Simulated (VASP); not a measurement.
The system is TiN.

```xyz
2
Lattice="0.0000 2.2037 2.2037 2.2037 0.0000 2.2037 2.2037 2.2037 0.0000" Properties=species:S:1:pos:R:3 pbc="T T T"
Ti    2.2037    2.2037    2.2037
N     0.0000    0.0000    0.0000
```

| Property | Result |
| --- | --- |
| Program | VASP 6.6.1 |
| Task | relaxation of cell and atoms |
| Functional | PBE |
| Potentials or basis | VASP PAW PBE potentials, release 64 (Ti_sv, N) |
| Cutoff | 600 eV |
| k mesh | 8 × 8 × 8 |
| Occupations | gaussian, width 0.1 eV |
| Spin | no spin polarisation |

At the start: pressure -23.9 GPa; volume 10.70 Å³/atom.

Q: Where does the relaxation end?

A: Over 4 steps the energy falls by 91.3 meV/atom and the volume is 9.60 Å³/atom (-10.3 %); space group Fm-3m (No. 225, to 0.05 Å).

The path:
| step | energy change (eV) | largest force (eV/Å) | pressure (GPa) | volume (Å³) |
| --- | --- | --- | --- | --- |
| 1 | 0.0000 | 0.0000 | -23.95 | 21.40 |
| 2 | 0.1327 | 0.0000 | 47.94 | 16.82 |
| 3 | -0.1824 | 0.0000 | -0.91 | 19.25 |
| 4 | -0.1825 | 0.0000 | -0.15 | 19.19 |

Final structure:
```
CELL_PARAMETERS angstrom
0.00000 2.12507 2.12507
2.12507 0.00000 2.12507
2.12507 2.12507 0.00000
ATOMIC_POSITIONS crystal
Ti 0.50000 0.50000 0.50000
N 0.00000 0.00000 0.00000
```
